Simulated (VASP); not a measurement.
Set up this calculation in VASP 6.6.1, as the native input.

| Quantity | Value |
| --- | --- |
| Task | single point |
| Functional | PBE |
| Potentials or basis | VASP PAW PBE potentials, release 64 (Ru_pv, F) |
| Cutoff | 520 eV |
| k mesh | 12 × 12 × 1 |
| Occupations | gaussian, width 0.1 eV |
| Spin | no spin polarisation |
| Dipole correction | yes |
| Further INCAR settings | ALGO = Fast; EDIFF = 1e-07; NBANDS = 48 |

The structure of Ru5F lies in POSCAR:

```
Ru5F
1.0
    2.7197977465      0.0000000000      0.0000000000
   -1.3598988732      2.3554139416      0.0000000000
    0.0000000000      0.0000000000     24.0359895925
Ru F
5 1
Direct
    0.6666666667      0.3333333333      0.1664171132
    0.3333333333      0.6666666667      0.2557968275
    0.6666666667      0.3333333333      0.3452060919
    0.3333333333      0.6666666667      0.4352311869
    0.6666666667      0.3333333333      0.5215507997
    0.6666666667      0.8333333334      0.5879176464
```

The input as run:

INCAR

```
ALGO = Fast
DIPOL = 0.5 0.5 0.385
EDIFF = 1E-7
ENCUT = 520
GGA = PE
IDIPOL = 3
ISIF = 2
ISMEAR = 0
LASPH = True
LCHARG = False
LDIPOL = True
LREAL = False
LWAVE = False
NBANDS = 48
NELM = 60
PREC = Accurate
SIGMA = 0.1
```

KPOINTS

```
k-points
0
Gamma
  12 12 1
```

Potentials or basis: VASP PAW PBE potentials, release 64 (Ru_pv, F).

Run with:

```console
$ cat potpaw_PBE.64/Ru_pv/POTCAR potpaw_PBE.64/F/POTCAR > POTCAR
$ mpirun -np 1 vasp_std > vasp.out
```

It gave:

```
Largest force          : 0.830 eV/Å
Band gap on the k mesh : zero (an odd number of electrons rules out a gap without spin polarisation)
```

Wall time 13 min on 1 thread of Oxide Virtual Turin-like Processor (shared host), peak memory 0.36 GiB.
